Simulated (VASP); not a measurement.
Write the native input for VASP 6.6.1 that does the following.

- Task: relaxation of cell and atoms
- Functional: PBEsol
- Dispersion: D3(BJ)
- Potentials or basis: VASP PAW PBE potentials, release 64 (Ba_sv)
- Cutoff: 600 eV
- k mesh: 7 × 7 × 7
- Occupations: fermi-dirac, width 0.05 eV
- Spin: no spin polarisation
- Dipole correction: no
- Further INCAR settings: ALGO = Normal; EDIFF = 1e-06; IBRION = 2; EDIFFG = -0.01; NSW = 80; ISIF = 3

The structure of Ba lies in POSCAR:

```
Ba
1.0
    3.9177200000      0.0000000000      0.0000000000
    0.0000000000      3.9177200000      0.0000000000
    0.0000000000      0.0000000000      3.9177200000
Ba
1
Direct
    0.0000000000      0.0000000000      0.0000000000
```

One way to write it, as run:

INCAR

```
  PREC = Accurate
  ENCUT = 600
  EDIFF = 1E-6
  ISMEAR = -1
  SIGMA = 0.05
  LREAL = False
  LASPH = True
  NELM = 100
  ALGO = Normal
  ISIF = 3
  LWAVE = False
  LCHARG = False
  GGA = PS
  IVDW = 12
  IBRION = 2
  NSW = 80
  EDIFFG = -0.01
```

KPOINTS

```
regular mesh
0
Gamma
  7 7 7
```

Potentials or basis: VASP PAW PBE potentials, release 64 (Ba_sv).

Command:

```sh
$ cat potpaw_PBE.64/Ba_sv/POTCAR > POTCAR
$ mpirun -np 1 vasp_std > vasp.out
```

It gave:

```json
{"Relaxed volume": "50.51 Å³/atom", "Relaxed cell": "a = 3.697 Å, b = 3.697 Å, c = 3.697 Å, α = 90.00°, β = 90.00°, γ = 90.00°", "Space group after relaxing (to 0.05 Å)": "Pm-3m (No. 221)", "Energy gained by relaxing": "32.2 meV/atom", "Ionic steps": "7", "Pressure after relaxing": "0.0 GPa", "Band gap on the k mesh": "zero (band 5 reaches 2.21 eV, above the bottom of band 6 at 2.11 eV)", "Dispersion energy per atom": "-0.315 eV"}
```

Caveat: the volume moved by over 15 % at a fixed basis, so the end points are rough; the PAW data sets were made with another functional, which shifts forces and pressure a little; spin-orbit coupling is left out, which moves the levels of the heavy elements; pairwise dispersion overbinds metals, which lowers pressure and volume.

It took 41 s on 1 thread of Intel(R) Xeon(R) Platinum 8259CL CPU @ 2.50GHz (Skylake/Cascade Lake), with other jobs on the host, peak memory 0.21 GiB.
